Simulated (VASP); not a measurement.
# TiSi2 (P6/mmm) in VASP: notebook

The runs below take TiSi2 through single point, relaxation of cell and atoms, with PBE.

All numbers are computed with VASP 6.6.1; they aren't measurements. Logs are shortened: lines on timing, memory, paths and dates and some standing lists are left out, and cuts for length are marked.

## (1) The cell of the first run

Symmetry: P6/mmm, No. 191, hexagonal system. The conventional cell has a = 4.015 Å, b = 4.015 Å, c = 3.159 Å, α = 90.00°, β = 90.00°, γ = 120.00°. Ti (site symmetry 6/mmm) has 12 Si at 2.81 Å and 2 Ti at 3.16 Å within 3.7 Å. Within 3.2 Å of Si (site symmetry -6m2) lie 5 Si at 2.32 to 3.16 Å and 6 Ti at 2.81 Å.

The cell was generated, and may not be a known phase.

## (2) Single point, PBE

Input file INCAR:

```
SYSTEM = TiSi2
  ALGO = Normal
  EDIFF = 1E-7
  ENCUT = 520
  GGA = PE
  ISIF = 2
  ISMEAR = 0
  LASPH = .True.
  LCHARG = .False.
  LREAL = .False.
  LWAVE = .False.
  NBANDS = 17
  NELM = 80
  PREC = Accurate
  SIGMA = 0.1
```

Input file KPOINTS:

```
k-points
0
Gamma
  6 6 6
  0 0 0
```

Input file POSCAR:

```
TiSi2
1.0
    4.0153492817      0.0000000031      0.0000000000
   -2.0076746435      3.4773944815      0.0000000000
    0.0000000000      0.0000000000      3.1586447397
Ti Si
1 2
Direct
    0.0000000000      0.0000000000      0.0000000000
    0.3333333333      0.6666666667      0.5000000000
    0.6666666667      0.3333333333      0.5000000000
```

Potentials or basis: VASP PAW PBE potentials, release 64 (Ti_sv, Si).

On the command line:

```bash
> cat potpaw_PBE.64/Ti_sv/POTCAR potpaw_PBE.64/Si/POTCAR > POTCAR
> mpirun -np 1 vasp_std > vasp.out
```

OUTCAR:

```text
SYSTEM = TiSi2
   EDIFF = 1E-7
   ENCUT = 520
   GGA = PE
   ISIF = 2
   ISMEAR = 0
   LASPH = .True.
   LREAL = .False.
   NELM = 80
   PREC = Accurate

 ion  position               nearest neighbor table
   1  0.000  0.000  0.000-   2 2.81   3 2.81   2 2.81   3 2.81   3 2.81   3 2.81   2 2.81   2 2.81
                             3 2.81   3 2.81   2 2.81   2 2.81
   2  0.333  0.667  0.500-   3 2.32   3 2.32   3 2.32   1 2.81   1 2.81   1 2.81   1 2.81   1 2.81
                             1 2.81
   3  0.667  0.333  0.500-   2 2.32   2 2.32   2 2.32   1 2.81   1 2.81   1 2.81   1 2.81   1 2.81
                             1 2.81

  LATTYP: Found a hexagonal cell.
 ALAT       =     4.0153492817
 C/A-ratio  =     0.7866425853

  Lattice vectors:

 A1 = (   4.0153492817,   0.0000000031,   0.0000000000)
 A2 = (  -2.0076746435,   3.4773944815,   0.0000000000)
 A3 = (   0.0000000000,   0.0000000000,   3.1586447397)

Analysis of symmetry for initial positions (statically):
=====================================================================
 Subroutine PRICEL returns:
 Original cell was already a primitive cell.

 Routine SETGRP: Setting up the symmetry group for a
 hexagonal supercell.

 Subroutine GETGRP returns: Found 24 space group operations
 (whereof 24 operations were pure point group operations)
 out of a pool of 24 trial point group operations.

The static configuration has the point symmetry D_6h.

Analysis of symmetry for dynamics (positions and initial velocities):
=====================================================================
 Subroutine PRICEL returns:
 Original cell was already a primitive cell.

 Routine SETGRP: Setting up the symmetry group for a
 hexagonal supercell.

 Subroutine GETGRP returns: Found 24 space group operations
 (whereof 24 operations were pure point group operations)
 out of a pool of 24 trial point group operations.

The dynamic configuration has the point symmetry D_6h.

 Subroutine INISYM returns: Found 24 space group operations
 (whereof 24 operations are pure point group operations),
 and found     1 'primitive' translations

----------------------------------------------------------------------------------------

                                     Primitive cell

  volume of cell :      44.1040

  direct lattice vectors                    reciprocal lattice vectors
     4.015349282  0.000000003  0.000000000     0.249044337  0.143785815  0.000000000
    -2.007674644  3.477394482  0.000000000    -0.000000000  0.287571630  0.000000000
     0.000000000  0.000000000  3.158644740     0.000000000  0.000000000  0.316591476

  length of vectors
[... 88 lines left out ...]
   IBRION =     -1    ionic relax: 0-MD 1-quasi-New 2-CG
   NFREE  =      0    steps in history (QN), initial steepest desc. (CG)
   ISIF   =      2    stress and relaxation
   ISYM   =      2    0-nonsym 1-usesym 2-fastsym
   POTIM  = 0.5000    time-step for ionic-motion
   TEBEG  =    0.0;   TEEND  =   0.0 temperature during run
   PSTRESS=    0.0 pullay stress
   NELECT =      20.0000    total number of electrons
   NUPDOWN=      -1.0000    fix difference up-down
   EMIN   =  10.00;   EMAX   =-10.00  energy-range for DOS
   EFERMI =   0.00;   METHOD = LEGACY
   ISMEAR =     0;   SIGMA  =   0.10  broadening in eV -4-tet -1-fermi 0-gaus
   EFERMI_NEDOS =   21; number of points for ismear=-14 and -15
   IALGO  =     38    algorithm
   IMIX   =      4    mixing-type and parameters
     AMIX     =   0.40;   BMIX     =  1.00
     AMIX_MAG =   1.60;   BMIX_MAG =  1.00
  volume/ion in A,a.u.               =      14.70        99.21
  Fermi-wavevector in a.u.,A,eV,Ry     =   1.257744  2.376791 21.523316  1.581919
  Thomas-Fermi vector in A             =   2.391388
   LORBIT       =      0    0 simple, 1 ext, 2 COOP (PROOUT), +10 PAW based schemes
   GGA     = PE    functional components
   LHFCALC =     F    Hartree Fock is set to
   AEXX    =    0.0000 exact exchange contribution
   IVDW    =     0    specifies the selected vdW correction
   LEPSILON=     F    determine dielectric tensor
   LRPA    =     F    only Hartree local field effects (RPA)
 non-spin polarized calculation
 Gauss-broadening in eV      SIGMA  =   0.10
  energy-cutoff  :      520.00
  volume of cell :       44.10
 maximum number of plane-waves:      1200
 NGX is ok and might be reduce to    30
   NGX = 15   NGY = 15   NGZ = 11

 number of electron      19.9999994 magnetization

 Free energy of the ion-electron system (eV)
  ---------------------------------------------------
  ext. energy  EPLUGINS =         0.00000000
  ---------------------------------------------------
  free energy    TOTEN  =       -18.83823267 eV

  energy without entropy =      -18.82560339  energy(sigma->0) =      -18.83191803

 E-fermi :  10.4311     XC(G=0): -11.4581

 val. band max:       10.3795652705   @ k =   0.0000   0.0000   0.0000
 cond. band min:      10.4332779450   @ k =   0.1667   0.0000   0.0000
 fundamental gap:      0.0537126745
 Fermi energy:        10.4310643971

 k-point     1 :       0.0000    0.0000    0.0000
  band No.  band energies     occupation
      1     -46.8253      2.00000
      2     -23.1151      2.00000
      3     -23.1151      2.00000
      4     -23.0395      2.00000
      5      -2.9256      2.00000
      6       5.8773      2.00000
[... 457 lines left out ...]
      4     -23.0987      2.00000
      5       0.0772      2.00000
      6       3.8377      2.00000
[... 9 lines left out ...]
     16      14.0532      0.00000
     17      15.7094      0.00000

 [... further k-points ...]

------------------------ aborting loop because EDIFF is reached ----------------------------------------

  FORCE on cell =-STRESS in cart. coord.  units (eV):
  Direction    XX          YY          ZZ          XY          YZ          ZX
  --------------------------------------------------------------------------------------
  -------------------------------------------------------------------------------------
  Total        0.0705215      0.0705215      0.1115181      0.0000000     -0.0000000     -0.0000000
  in kB        2.5618523      2.5618523      4.0511448      0.0000000     -0.0000000     -0.0000000
  external PRESSURE =       3.0582831 kB  Pullay stress =       0.0000000 kB

 VOLUME and BASIS-vectors are now :
 -----------------------------------------------------------------------------
  energy-cutoff  :      520.00
  volume of cell :       44.10
      direct lattice vectors                 reciprocal lattice vectors
     4.015349282  0.000000003  0.000000000     0.249044337  0.143785815  0.000000000
    -2.007674644  3.477394482  0.000000000    -0.000000000  0.287571630  0.000000000
     0.000000000  0.000000000  3.158644740     0.000000000  0.000000000  0.316591476

 POSITION                                       TOTAL-FORCE (eV/Angst)
 -----------------------------------------------------------------------------------
      0.00000      0.00000      0.00000        -0.000000      0.000000      0.000000
     -0.00000      2.31826      1.57932        -0.000000      0.000000      0.000000
      2.00767      1.15913      1.57932         0.000000     -0.000000      0.000000
 -----------------------------------------------------------------------------------
    total drift:                                0.000000     -0.000000      0.000000

  FREE ENERGIE OF THE ION-ELECTRON SYSTEM (eV)
  ---------------------------------------------------
  free  energy   TOTEN  =       -18.8382326671 eV

  energy  without entropy=      -18.8256033910  energy(sigma->0) =      -18.83191803
```

OSZICAR:

```text
N       E                     dE             d eps       ncg     rms          rms(c)
DAV:   1     0.133148146934E+03    0.13315E+03   -0.96389E+03   952   0.119E+03
DAV:   2    -0.131600292576E+02   -0.14631E+03   -0.14291E+03   979   0.313E+02
DAV:   3    -0.215190726099E+02   -0.83590E+01   -0.81359E+01  1440   0.703E+01
DAV:   4    -0.217437371186E+02   -0.22466E+00   -0.22404E+00  1186   0.107E+01
DAV:   5    -0.217507040061E+02   -0.69669E-02   -0.69656E-02  1452   0.167E+00    0.126E+01
DAV:   6    -0.201693129530E+02    0.15814E+01   -0.34652E+01  1256   0.406E+01    0.930E+00
DAV:   7    -0.189480975229E+02    0.12212E+01   -0.13420E+01  1117   0.263E+01    0.427E+00
DAV:   8    -0.189055919385E+02    0.42506E-01   -0.17188E+00  1122   0.947E+00    0.191E+00
DAV:   9    -0.188376206257E+02    0.67971E-01   -0.40138E-01  1185   0.495E+00    0.341E-01
DAV:  10    -0.188384585613E+02   -0.83794E-03   -0.78530E-03  1095   0.604E-01    0.303E-01
DAV:  11    -0.188382319898E+02    0.22657E-03   -0.20301E-03  1257   0.314E-01    0.988E-02
DAV:  12    -0.188382302289E+02    0.17609E-05   -0.15376E-04  1145   0.906E-02    0.253E-02
DAV:  13    -0.188382329363E+02   -0.27074E-05   -0.10088E-05  1312   0.201E-02    0.199E-02
DAV:  14    -0.188382328339E+02    0.10236E-06   -0.80109E-06  1098   0.258E-02    0.982E-03
DAV:  15    -0.188382327012E+02    0.13274E-06   -0.23429E-07   965   0.425E-03    0.394E-03
DAV:  16    -0.188382326671E+02    0.34032E-07   -0.35961E-07   889   0.444E-03
   1 F= -.18838233E+02 E0= -.18831918E+02  d E =-.126293E-01
```

stdout:

```text
POSCAR found type information on POSCAR TiSi
 POSCAR found :  2 types and       3 ions
 scaLAPACK will be used
 LDA part: xc-table for (Slater+PW92), standard interpolation
 POSCAR, INCAR and KPOINTS ok, starting setup
 FFT: planning ... GRIDC
 FFT: planning ... GRID_SOFT
 FFT: planning ... GRID
 WAVECAR not read
 entering main loop
```

Run time: 25 s. Hardware: 1 thread of Intel Xeon Platinum 8375C at 2.90GHz (Ice Lake), shared host; peak memory 0.16 GiB.

Results:

| Property | Result |
| --- | --- |
| Free energy | -18.8382 eV |
| Pressure | 0.3 GPa |
| Band gap on the k mesh | zero (bands 10 and 11 overlap by 1.45 eV) |

(Continued in part 2 of 2.)

The gap in the log of VASP goes by the Fermi energy; the results here count the filled bands.